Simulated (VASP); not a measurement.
Write the native input for VASP 6.6.1 that does the following.

| Quantity | Value |
| --- | --- |
| Task | single point |
| Functional | PBE |
| Potentials or basis | VASP PAW PBE potentials, release 64 (Si, O) |
| Cutoff | 520 eV |
| k mesh | 4 × 4 × 4 |
| Occupations | gaussian, width 0.05 eV |
| Spin | no spin polarisation |
| Dipole correction | no |
| Further INCAR settings | ALGO = Normal; EDIFF = 1e-06; NBANDS = 40 |

The structure of Si4O7 (a cell with a defect) lies in POSCAR:

```
Si4O7
1.0
    5.0799801732      0.0000000000      0.0000000000
    0.0000000000      5.0799801732      0.0000000000
    0.0000000000      0.0000000000      7.0914769300
Si O
4 7
Direct
    0.2944292339      0.2944292339      0.0000000000
    0.2055707661      0.7944292339      0.2500000000
    0.7055707661      0.7055707661      0.5000000000
    0.7944292339      0.2055707661      0.7500000000
    0.4053663613      0.7409644515      0.4248320116
    0.7590355485      0.9053663613      0.6748320116
    0.5946336387      0.2590355485      0.9248320116
    0.7409644515      0.4053663613      0.5751679884
    1.0025098989      0.6239036850      0.2816511477
    0.2590355485      0.5946336387      0.0751679884
    0.0946336387      0.2409644515      0.8251679884
```

This cell differs from its parent crystal: atoms taken out, atom 9 moved 0.000 of the way to it and -0.900 Å across, host rigid.

One way to write it, as run:

INCAR

```
SYSTEM = Si4O7
ALGO     = Normal         ! electronic algorithm
EDIFF    = 1E-6           ! SCF threshold, eV
ENCUT    = 520            ! plane-wave cutoff, eV
GGA      = PE             ! functional
ISIF     = 2              ! what is computed and relaxed
ISMEAR   = 0              ! smearing method
LASPH    = .True.         ! aspherical terms in the spheres
LCHARG   = .False.        ! write CHGCAR
LREAL    = .False.        ! projectors in reciprocal space
LWAVE    = .False.        ! write WAVECAR
NBANDS   = 40             ! bands
NELM     = 60             ! most SCF steps
PREC     = Accurate       ! precision mode
SIGMA    = 0.05           ! smearing width, eV
```

KPOINTS

```
k-points
0
Gamma
  4 4 4
  0 0 0
```

Potentials or basis: VASP PAW PBE potentials, release 64 (Si, O).

Run with:

```console
$ cat potpaw_PBE.64/Si/POTCAR potpaw_PBE.64/O/POTCAR > POTCAR
$ mpirun -np 1 vasp_std > vasp.out
```

Results of the run:

- Pressure: 7.1 GPa
- Largest force: 22.628 eV/Å
- Band gap on the k mesh: 2.33 eV

Caveat: the cell differs from its parent crystal (atoms taken out, atom 9 moved 0.000 of the way to it and -0.900 Å across, host rigid).

Run time: 4.2 min on 1 thread of Intel(R) Xeon(R) Platinum 8559C (Emerald Rapids) (shared host), peak memory 0.37 GiB.
